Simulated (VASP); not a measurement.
# Pd (Fm-3m) in VASP: a series of runs, part 2 of 2

VASP 6.6.1.

### 3 Single point, LDA, collinear spin, ferromagnetic start

The input, INCAR:

```
SYSTEM = Pd
  PREC = Accurate
  ENCUT = 520
  EDIFF = 1E-6
  ISMEAR = 0
  SIGMA = 1.0
  LREAL = .FALSE.
  LASPH = .TRUE.
  NELM = 150
  ALGO = Normal
  ISIF = 2
  LWAVE = .FALSE.
  LCHARG = .FALSE.
  ISPIN = 2
  MAGMOM = 0.5
  LORBIT = 11
  LMAXMIX = 4
  GGA = CA
  NBANDS = 15
```

The input, KPOINTS:

```
Automatic mesh
0
G
  14 14 14
  0 0 0
```

The input, POSCAR:

```
Pd
1.0
    0.0000000000      1.9202771092      1.9202771092
    1.9202771092      0.0000000000      1.9202771092
    1.9202771092      1.9202771092      0.0000000000
Pd
1
Direct
    0.0000000000      0.0000000000      0.0000000000
```

Potentials or basis: VASP PAW LDA potentials, release 64 (Pd).

The run is started by

```sh
cat potpaw_LDA.64/Pd/POTCAR > POTCAR
mpirun -np 1 vasp_std > vasp.out
```

OUTCAR:

```text
SYSTEM = Pd
   PREC = Accurate
   ENCUT = 520
   EDIFF = 1E-6
   ISMEAR = 0
   LREAL = .FALSE.
   LASPH = .TRUE.
   NELM = 150
   ISIF = 2
   ISPIN = 2
   LORBIT = 11
   GGA = CA

 ion  position               nearest neighbor table
   1  0.000  0.000  0.000-

  LATTYP: Found a face centered cubic cell.
 ALAT       =     3.8405542184

  Lattice vectors:

 A1 = (   0.0000000000,   1.9202771092,   1.9202771092)
 A2 = (   1.9202771092,   0.0000000000,   1.9202771092)
 A3 = (   1.9202771092,   1.9202771092,   0.0000000000)

[... 1072 lines left out ...]
  -------------------------------------------------------------------------------------
  Total        0.2543437      0.2543437      0.2543437     -0.0000000      0.0000000     -0.0000000
  in kB       28.7746367     28.7746367     28.7746367     -0.0000000      0.0000000     -0.0000000
  external PRESSURE =      28.7746367 kB  Pullay stress =       0.0000000 kB

 VOLUME and BASIS-vectors are now :
 -----------------------------------------------------------------------------
  energy-cutoff  :      520.00
  volume of cell :       14.16
      direct lattice vectors                 reciprocal lattice vectors
     0.000000000  1.920277109  1.920277109    -0.260379087  0.260379087  0.260379087
     1.920277109  0.000000000  1.920277109     0.260379087 -0.260379087  0.260379087
     1.920277109  1.920277109  0.000000000     0.260379087  0.260379087 -0.260379087

 POSITION                                       TOTAL-FORCE (eV/Angst)
 -----------------------------------------------------------------------------------
      0.00000      0.00000      0.00000         0.000000     -0.000000     -0.000000
 -----------------------------------------------------------------------------------
    total drift:                                0.000000      0.000000      0.000000

  FREE ENERGIE OF THE ION-ELECTRON SYSTEM (eV)
  ---------------------------------------------------
  free  energy   TOTEN  =        -6.8227184494 eV

  energy  without entropy=       -6.3082669923  energy(sigma->0) =       -6.56549272

 total charge

# of ion       s       p       d       tot
------------------------------------------
    1        0.519   0.538   8.470   9.527

 magnetization (x)

# of ion       s       p       d       tot
------------------------------------------
    1       -0.000  -0.000   0.000   0.000
```

stdout:

```text
POSCAR found type information on POSCAR Pd
 POSCAR found :  1 types and       1 ions
 scaLAPACK will be used
 LDA part: xc-table for (Slater(with rela. corr.)+CA(PZ))
 , standard interpolation
 POSCAR, INCAR and KPOINTS ok, starting setup
 FFT: planning ... GRIDC
 FFT: planning ... GRID_SOFT
 FFT: planning ... GRID
 WAVECAR not read
 entering main loop
```

Run time: 16 s. Hardware: 1 thread of Intel Xeon 6975P-C (Granite Rapids), shared host; peak memory 0.14 GiB.

Results:

| Quantity | Value |
| --- | --- |
| Free energy | -6.8227 eV |
| Pressure | 2.9 GPa |
| Band gap on the k mesh | zero (filled and empty bands overlap) |
| Net moment | 0.00 μB per cell |
| Valence electrons inside the program's atomic spheres | Pd 9.53 |

### 4 Single point, LDA, collinear spin, ferromagnetic start

The input, INCAR:

```
SYSTEM = Pd
PREC     = Accurate       ! precision mode
ENCUT    = 520            ! plane-wave cutoff, eV
EDIFF    = 1E-6           ! SCF threshold, eV
ISMEAR   = 1              ! smearing method
SIGMA    = 0.01           ! smearing width, eV
LREAL    = .False.        ! projectors in reciprocal space
LASPH    = .True.         ! aspherical terms in the spheres
NELM     = 150            ! most SCF steps
ALGO     = Normal         ! electronic algorithm
ISIF     = 2              ! what is computed and relaxed
LWAVE    = .False.        ! write WAVECAR
LCHARG   = .False.        ! write CHGCAR
ISPIN    = 2              ! spin polarisation
MAGMOM   = 0.5            ! initial moments
LORBIT   = 11             ! projections on sites
LMAXMIX  = 4              ! l up to which the mixer works
GGA      = CA             ! functional
NBANDS   = 15             ! bands
```

The input, KPOINTS:

```
regular mesh
0
Gamma
  14 14 14
  0 0 0
```

POSCAR is that of step 3.

The run is started by

```sh
cat potpaw_LDA.64/Pd/POTCAR > POTCAR
mpirun -np 1 vasp_std > vasp.out
```

It took 15 s on 1 thread of Intel Xeon 6975P-C (Granite Rapids), shared host; peak memory 0.14 GiB.

It converged, with:

- Free energy: -6.4837 eV
- Pressure: 0.4 GPa
- Net moment: 0.32 μB per cell
- Site moments: Pd +0.32 μB
- Valence electrons inside the program's atomic spheres: Pd 9.53

Levels at points of the mesh, in eV from the Fermi level:
Spin up:
```
           k point  band 1  band 2  band 3  band 4  band 5  band 6  band 7  band 8  band 9  band 10
(0.00, 0.00, 0.00)   -7.60   -3.18   -3.18   -3.18   -1.42   -1.42   17.10   22.06   22.06    22.06
(0.50, 0.00, 0.00)   -5.77   -3.21   -3.21   -0.14   -0.14    0.82    7.50   16.49   21.26    21.26
(0.50, 0.50, 0.00)   -5.87   -5.59   -0.15    0.19    0.19    3.21   11.08   13.24   13.24    22.06
```
Spin down:
```tsv
k point	band 2	band 3	band 4	band 5	band 6	band 7	band 8	band 9
(0.00, 0.00, 0.00)	-2.97	-2.97	-2.97	-1.22	-1.22	17.16	22.11	22.11
(0.50, 0.00, 0.00)	-3.02	-3.02	0.09	0.09	0.87	7.65	16.54	21.35
(0.50, 0.50, 0.00)	-5.41	0.06	0.43	0.43	3.27	11.20	13.31	13.31
```

### 5 The runs side by side

```tsv
smearing	gap on the mesh (eV)	pressure (GPa)	moment (μB)
gaussian 0.6 eV	none	1.5	0.00
gaussian 1 eV	none	2.9	0.00
methfessel-paxton 0.01 eV	none	0.4	0.32
```

Alike in all rows: task single point; level LDA; potentials or basis VASP PAW LDA potentials, release 64 (Pd); spin collinear, ferromagnetic start; cell as given; k mesh 14 × 14 × 14; cutoff (eV) 520.

Every run on the cell as given and a fine mesh finds a metal.

Absolute energies hang on the potentials; compare differences alone.
